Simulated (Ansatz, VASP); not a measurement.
Two plane-wave programs on ZnS

```
Zn S
1.0
     0.00000    2.76239    2.72156
     2.76239    0.00000    2.72156
     2.76239    2.76239    0.00000
Zn S
1 1
Direct
  0.00000 0.00000 0.00000
  0.75000 0.75000 0.75000
```

Change from the starting cell: strain +0.015 along x and y, +0.000 along z, atoms carried along.

Alike in both runs: task single point; functional PBE; k mesh 8 × 8 × 8; occupations gaussian, width 0.05 eV; no spin polarisation.

|  | VASP | Ansatz |
| --- | --- | --- |
| version | VASP 6.6.1 | Ansatz 0.2.0 |
| potentials or method | VASP PAW PBE potentials, release 64 (Zn, S), cutoff 520 eV | scalar-relativistic, plane waves, PAW |
| valence electrons in the cell | 18 | 18 |

```csv
,VASP,Ansatz,Ansatz less VASP
gap on the k mesh at the Fermi level (eV),1.86,1.86,-0.003
least direct gap on the mesh (eV),1.86,1.86,-0.003
pressure (GPa),-1.8,-1.9,-0.13
"traceless stress, the component that is largest in VASP (GPa)",0.40,0.40,+0.004
```
